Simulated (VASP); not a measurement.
A run of VASP 6.6.1:

POSCAR

```
W
1.0
   -1.6131946463      1.6131946463      1.6131946463
    1.6131946463     -1.6131946463      1.6131946463
    1.6131946463      1.6131946463     -1.6131946463
W
1
Direct
    0.0000000000      0.0000000000      0.0000000000
```

File INCAR.step1:

```
PREC = Accurate ; ENCUT = 520
ISMEAR = -1 ; SIGMA = 0.1
LREAL = F ; LASPH = T
NELM = 100 ; NBANDS = 13
GGA = PE ; ALGO = Normal
EDIFF = 1E-4 ; LWAVE = T
LCHARG = F
```

The input INCAR.step2:

```
PREC = Accurate ; ENCUT = 520
EDIFF = 1E-7 ; ISMEAR = -1
SIGMA = 0.1 ; LREAL = F
LASPH = T ; NELM = 100
ALGO = Normal ; ISIF = 2
LWAVE = F ; LCHARG = F
METAGGA = R2SCAN ; LMIXTAU = T
NBANDS = 13 ; ISTART = 1
```

The input KPOINTS:

```
regular mesh
0
Gamma
  15 15 15
```

Potentials or basis: VASP PAW PBE potentials, release 64 (W_sv).

The run is started by

```bash
$ cat potpaw_PBE.64/W_sv/POTCAR > POTCAR
$ cp INCAR.step1 INCAR
$ mpirun -np 1 vasp_std > vasp.out
$ cp INCAR.step2 INCAR
$ mpirun -np 1 vasp_std > vasp.out
```

Hardware: 1 thread of Intel(R) Xeon(R) 6975P-C (Granite Rapids) (shared host).

How long does it take, and how much memory?

Wall time 36 s on 1 thread of Intel(R) Xeon(R) 6975P-C (Granite Rapids), with other jobs on the host, peak memory 0.16 GiB. Counts: k points 120.
